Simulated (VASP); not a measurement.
# SnO2 (P4_2/mnm) in VASP: further runs

Runs on SnO2. Level: PBEsol. Tasks: relaxation of cell and atoms.

Program: VASP 6.6.1. These are calculated values, not measurements. Logs are shortened: lines on timing, memory, paths and dates and some standing lists are left out, and cuts for length are marked.

## 1. The cell of the first run

Symmetry: P4_2/mnm, No. 136, tetragonal system. The conventional cell has a = 4.738 Å, b = 4.738 Å, c = 3.187 Å, α = 90.00°, β = 90.00°, γ = 90.00°. Within 2.7 Å of Sn (site symmetry mmm) lie 6 O at 2.05 to 2.06 Å. Within 2.7 Å of O (site symmetry m2m) lie 3 Sn at 2.05 to 2.06 Å and 1 O at 2.59 Å.

## 2. Relaxation of cell and atoms, PBEsol

The input, INCAR:

```
PREC     = Accurate       # precision mode
ENCUT    = 600            # plane-wave cutoff, eV
EDIFF    = 1E-6           # SCF threshold, eV
ISMEAR   = 0              # smearing method
SIGMA    = 0.03           # smearing width, eV
LREAL    = F              # projectors in reciprocal space
LASPH    = T              # aspherical terms in the spheres
NELM     = 80             # most SCF steps
ALGO     = Normal         # electronic algorithm
ISIF     = 3              # what is computed and relaxed
LWAVE    = F              # write WAVECAR
LCHARG   = F              # write CHGCAR
GGA      = PS             # functional
IBRION   = 2              # ionic algorithm
NSW      = 90             # ionic steps
EDIFFG   = -0.01          # ionic threshold
KPAR     = 2
```

The input, KPOINTS:

```
regular mesh
0
Gamma
  6 6 8
```

The input, POSCAR:

```
SnO2
1.0
    4.7380000000      0.0000000000      0.0000000000
    0.0000000000      4.7380000000      0.0000000000
    0.0000000000      0.0000000000      3.1865000000
Sn O
2 4
Direct
    0.0000000000      0.0000000000      0.0000000000
    0.5000000000      0.5000000000      0.5000000000
    0.3071000000      0.3071000000      0.0000000000
    0.1929000000      0.8071000000      0.5000000000
    0.6929000000      0.6929000000      0.0000000000
    0.8071000000      0.1929000000      0.5000000000
```

Potentials or basis: VASP PAW PBE potentials, release 64 (Sn_d, O).

Command:

```
$ cat potpaw_PBE.64/Sn_d/POTCAR potpaw_PBE.64/O/POTCAR > POTCAR
$ mpirun -np 2 vasp_std > vasp.out
```

OUTCAR:

```text
PREC = Accurate
   ENCUT = 600
   EDIFF = 1E-6
   ISMEAR = 0
   LREAL = F
   LASPH = T
   NELM = 80
   ISIF = 3
   GGA = PS
   IBRION = 2
   NSW = 90
   EDIFFG = -0.01

 ion  position               nearest neighbor table
   1  0.000  0.000  0.000-   4 2.05   6 2.05   4 2.05   6 2.05   5 2.06   3 2.06   2 3.71   2 3.71
                             2 3.71   2 3.71   2 3.71   2 3.71   2 3.71   2 3.71
   2  0.500  0.500  0.500-   3 2.05   5 2.05   3 2.05   5 2.05   4 2.06   6 2.06   1 3.71   1 3.71
                             1 3.71   1 3.71   1 3.71   1 3.71   1 3.71   1 3.71
   3  0.307  0.307  0.000-   2 2.05   2 2.05   1 2.06
   4  0.193  0.807  0.500-   1 2.05   1 2.05   2 2.06
   5  0.693  0.693  0.000-   2 2.05   2 2.05   1 2.06
   6  0.807  0.193  0.500-   1 2.05   1 2.05   2 2.06

  LATTYP: Found a simple tetragonal cell.
 ALAT       =     4.7380000000
 C/A-ratio  =     0.6725411566

  Lattice vectors:

 A1 = (   4.7380000000,   0.0000000000,   0.0000000000)
 A2 = (   0.0000000000,   4.7380000000,   0.0000000000)
 A3 = (   0.0000000000,   0.0000000000,   3.1865000000)

Analysis of symmetry for initial positions (statically):
=====================================================================
 Subroutine PRICEL returns:
 Original cell was already a primitive cell.

 Routine SETGRP: Setting up the symmetry group for a
 simple tetragonal supercell.

 Subroutine GETGRP returns: Found 16 space group operations
 (whereof  8 operations were pure point group operations)
 out of a pool of 16 trial point group operations.

The static configuration has the point symmetry D_2h.
 The point group associated with its full space group is D_4h.

Analysis of symmetry for dynamics (positions and initial velocities):
=====================================================================
 Subroutine PRICEL returns:
 Original cell was already a primitive cell.

 Routine SETGRP: Setting up the symmetry group for a
 simple tetragonal supercell.

 Subroutine GETGRP returns: Found 16 space group operations
 (whereof  8 operations were pure point group operations)
 out of a pool of 16 trial point group operations.

The dynamic configuration has the point symmetry D_2h.
 The point group associated with its full space group is D_4h.

 Subroutine INISYM returns: Found 16 space group operations
 (whereof  8 operations are pure point group operations),
 and found     1 'primitive' translations

----------------------------------------------------------------------------------------

                                     Primitive cell

[... 109 lines left out ...]
   NELECT =      52.0000    total number of electrons
   NUPDOWN=      -1.0000    fix difference up-down
   EMIN   =  10.00;   EMAX   =-10.00  energy-range for DOS
   EFERMI =   0.00;   METHOD = LEGACY
   ISMEAR =     0;   SIGMA  =   0.03  broadening in eV -4-tet -1-fermi 0-gaus
   EFERMI_NEDOS =   21; number of points for ismear=-14 and -15
   IALGO  =     38    algorithm
   IMIX   =      4    mixing-type and parameters
     AMIX     =   0.40;   BMIX     =  1.00
     AMIX_MAG =   1.60;   BMIX_MAG =  1.00
  volume/ion in A,a.u.               =      11.92        80.45
  Fermi-wavevector in a.u.,A,eV,Ry     =   1.472000  2.781677 29.480903  2.166785
  Thomas-Fermi vector in A             =   2.587068
   LORBIT       =      0    0 simple, 1 ext, 2 COOP (PROOUT), +10 PAW based schemes
   GGA     = PS    functional components
   LHFCALC =     F    Hartree Fock is set to
   AEXX    =    0.0000 exact exchange contribution
   IVDW    =     0    specifies the selected vdW correction
   LEPSILON=     F    determine dielectric tensor
   LRPA    =     F    only Hartree local field effects (RPA)
 conjugate gradient relaxation of ions
 non-spin polarized calculation
 Gauss-broadening in eV      SIGMA  =   0.03
  energy-cutoff  :      600.00
  volume of cell :       71.53
 maximum number of plane-waves:      2409
 NGX is ok and might be reduce to    40
   NGX = 19   NGY = 19   NGZ = 13

--------------------------------------- Ionic step        1  -------------------------------------------

 number of electron      52.0000000 magnetization

 Free energy of the ion-electron system (eV)
  ---------------------------------------------------
  ext. energy  EPLUGINS =         0.00000000
  ---------------------------------------------------
  free energy    TOTEN  =       -39.64548099 eV

  energy without entropy =      -39.64548099  energy(sigma->0) =      -39.64548099

------------------------ aborting loop because EDIFF is reached ----------------------------------------

  FORCE on cell =-STRESS in cart. coord.  units (eV):
  Direction    XX          YY          ZZ          XY          YZ          ZX
  --------------------------------------------------------------------------------------
  -------------------------------------------------------------------------------------
  Total        2.0014030      2.0014030      3.0109736     -0.0000000      0.0000000      0.0000000
  in kB       44.8271457     44.8271457     67.4393695     -0.0000000      0.0000000      0.0000000
  external PRESSURE =      52.3645536 kB  Pullay stress =       0.0000000 kB
[... 147 lines left out ...]
--------------------------------------- Ionic step        5  -------------------------------------------

 number of electron      52.0000006 magnetization

 Free energy of the ion-electron system (eV)
  ---------------------------------------------------
  ext. energy  EPLUGINS =         0.00000000
  ---------------------------------------------------
  free energy    TOTEN  =       -39.67572281 eV

  energy without entropy =      -39.67572281  energy(sigma->0) =      -39.67572281

 E-fermi :   5.9323     XC(G=0): -11.4148

 val. band max:        5.7507066946   @ k =   0.0000   0.0000   0.0000
 cond. band min:       6.6382344442   @ k =   0.0000   0.0000   0.0000
 fundamental gap:      0.8875277496
 Fermi energy:         5.9323343332

 k-point     1 :       0.0000    0.0000    0.0000
  band No.  band energies     occupation
      1     -15.2475      2.00000
      2     -14.5010      2.00000
      3     -14.2631      2.00000
      4     -14.2379      2.00000
      5     -14.2379      2.00000
      6     -14.1705      2.00000
[... 805 lines left out ...]
     30      14.1899      0.00000
     31      14.9230      0.00000

 [... further k-points ...]

------------------------ aborting loop because EDIFF is reached ----------------------------------------

  FORCE on cell =-STRESS in cart. coord.  units (eV):
  Direction    XX          YY          ZZ          XY          YZ          ZX
  --------------------------------------------------------------------------------------
  -------------------------------------------------------------------------------------
  Total        0.0296236      0.0296236      0.0043493      0.0000000      0.0000000      0.0000000
  in kB        0.6483257      0.6483257      0.0951856      0.0000000      0.0000000      0.0000000
  external PRESSURE =       0.4639456 kB  Pullay stress =       0.0000000 kB
[... 21 lines left out ...]
  FREE ENERGIE OF THE ION-ELECTRON SYSTEM (eV)
  ---------------------------------------------------
  free  energy   TOTEN  =       -39.6757228101 eV

  energy  without entropy=      -39.6757228101  energy(sigma->0) =      -39.67572281

 reached required accuracy - stopping structural energy minimisation
```

It took 5.4 min on 2 MPI ranks of Intel Xeon Platinum 8175M at 2.50GHz (Skylake/Cascade Lake), shared host; peak memory 0.27 GiB.

What came out:

```yaml
Free_energy: -39.6757 eV
Relaxed_volume: 12.20 Å³/atom
Relaxed_cell: a = 4.771 Å, b = 4.771 Å, c = 3.217 Å, α = 90.00°, β = 90.00°, γ = 90.00°
Space_group_after_relaxing_to_0.1_Å: P4_2/mnm (No. 136)
Energy_gained_by_relaxing: 5.0 meV/atom
Ionic_steps: 5
Pressure_after_relaxing: 0.0 GPa
Largest_force_after_relaxing: 0.008 eV/Å
Band_gap_on_the_k_mesh: 0.89 eV
```

Forces on the atoms (eV/Å):
```
Sn   0.000  0.000  0.000
Sn   0.000  0.000  0.000
O   -0.006 -0.006  0.000
O    0.006 -0.006  0.000
O    0.006  0.006  0.000
O   -0.006  0.006  0.000
```

The path:
| step | energy change (eV) | largest force (eV/Å) | pressure (GPa) | volume (Å³) |
| --- | --- | --- | --- | --- |
| 1 | 0.0000 | 0.2277 | 5.24 | 71.53 |
| 2 | 0.0238 | 0.2179 | -6.26 | 75.64 |
| 3 | -0.0302 | 0.0171 | -0.05 | 73.24 |
| 4 | -0.0302 | 0.0212 | 0.10 | 73.21 |
| 5 | -0.0302 | 0.0080 | 0.05 | 73.21 |

Final structure:
```xyz
6
Lattice="4.7706 0.0000 0.0000 0.0000 4.7706 0.0000 0.0000 0.0000 3.2166" Properties=species:S:1:pos:R:3 pbc="T T T"
Sn    0.0000    0.0000    0.0000
Sn    2.3853    2.3853    1.6083
O     1.4613    1.4613    0.0000
O     0.9241    3.8466    1.6083
O     3.3094    3.3094    0.0000
O     3.8466    0.9241    1.6083
```

Caveat: the PAW data sets were made with another functional, which shifts forces and pressure a little; spin-orbit coupling is left out, which moves the levels of the heavy elements.

## 3. Relaxation of cell and atoms, PBEsol

This run uses another cell than the first one, of 12.20 Å³/atom.

INCAR, as its differences from that of step 2:

```diff
@@ -2,3 +2,3 @@
 ENCUT    = 600            # plane-wave cutoff, eV
-EDIFF    = 1E-6           # SCF threshold, eV
+EDIFF    = 1E-7           # SCF threshold, eV
 ISMEAR   = 0              # smearing method
@@ -15,3 +15,3 @@
 NSW      = 90             # ionic steps
-EDIFFG   = -0.01          # ionic threshold
+EDIFFG   = -0.005         # ionic threshold
 KPAR     = 2
```

KPOINTS is that of step 2.

The input, POSCAR:

```
SnO2                                    
1.0
    4.7706380394     -0.0000000000      0.0000000000
   -0.0000000000      4.7706380394      0.0000000000
    0.0000000000      0.0000000000      3.2166384875
  Sn              O             
     2     4
Direct
     0.0000000000000000    0.0000000000000000    0.0000000000000000
     0.5000000000000000    0.5000000000000000    0.5000000000000000
     0.3063031679320566    0.3063031679320566    0.0000000000000000
     0.1936968320679434    0.8063031679320566    0.5000000000000000
     0.6936968320679434    0.6936968320679434    0.0000000000000000
     0.8063031679320566    0.1936968320679434    0.5000000000000000
```

Potentials or basis: VASP PAW PBE potentials, release 64 (Sn_d, O).

Command:

```
$ cat potpaw_PBE.64/Sn_d/POTCAR potpaw_PBE.64/O/POTCAR > POTCAR
$ mpirun -np 2 vasp_std > vasp.out
```

Wall time 3.7 min (2 MPI ranks of Intel Xeon Platinum 8175M at 2.50GHz (Skylake/Cascade Lake), shared host); peak memory 0.27 GiB.

Results (log left out):

- Free energy: -39.6795 eV
- Relaxed volume: 12.20 Å³/atom
- Relaxed cell: a = 4.771 Å, b = 4.771 Å, c = 3.217 Å, α = 90.00°, β = 90.00°, γ = 90.00°
- Space group after relaxing (to 0.1 Å): P4_2/mnm (No. 136)
- Energy gained by relaxing: 0.0 meV/atom
- Ionic steps: 3
- Pressure after relaxing: 0.0 GPa
- Band gap on the k mesh: 0.88 eV

Final structure:
```xyz
6
Lattice="4.7714 0.0000 0.0000 0.0000 4.7714 0.0000 0.0000 0.0000 3.2166" Properties=species:S:1:pos:R:3 pbc="T T T"
Sn    0.0000    0.0000    0.0000
Sn    2.3857    2.3857    1.6083
O     1.4613    1.4613    0.0000
O     0.9244    3.8470    1.6083
O     3.3101    3.3101    0.0000
O     3.8470    0.9244    1.6083
```

Levels at points of the mesh, in eV from the valence-band top:
| k point | band 23 | band 24 | band 25 | band 26 | band 27 | band 28 | band 29 | band 30 |
| --- | --- | --- | --- | --- | --- | --- | --- | --- |
| (0.00, 0.00, 0.00) | -1.27 | -0.78 | -0.78 | 0.00 | 0.88 | 5.82 | 6.02 | 6.02 |
| (0.50, 0.00, 0.00) | -1.23 | -1.23 | -0.63 | -0.63 | 4.10 | 4.10 | 6.78 | 6.78 |
| (0.50, 0.50, 0.00) | -1.35 | -1.35 | -0.89 | -0.89 | 4.50 | 4.50 | 7.21 | 7.21 |
| (0.00, 0.00, 0.50) | -1.64 | -1.64 | -1.24 | -1.24 | 5.84 | 5.84 | 9.42 | 9.42 |
| (0.50, 0.00, 0.50) | -1.08 | -1.08 | -0.73 | -0.73 | 6.12 | 6.12 | 7.71 | 7.71 |
| (0.50, 0.50, 0.50) | -0.96 | -0.96 | -0.82 | -0.82 | 4.52 | 4.52 | 8.60 | 8.60 |

Caveat: the PAW data sets were made with another functional, which shifts forces and pressure a little; spin-orbit coupling is left out, which moves the levels of the heavy elements.
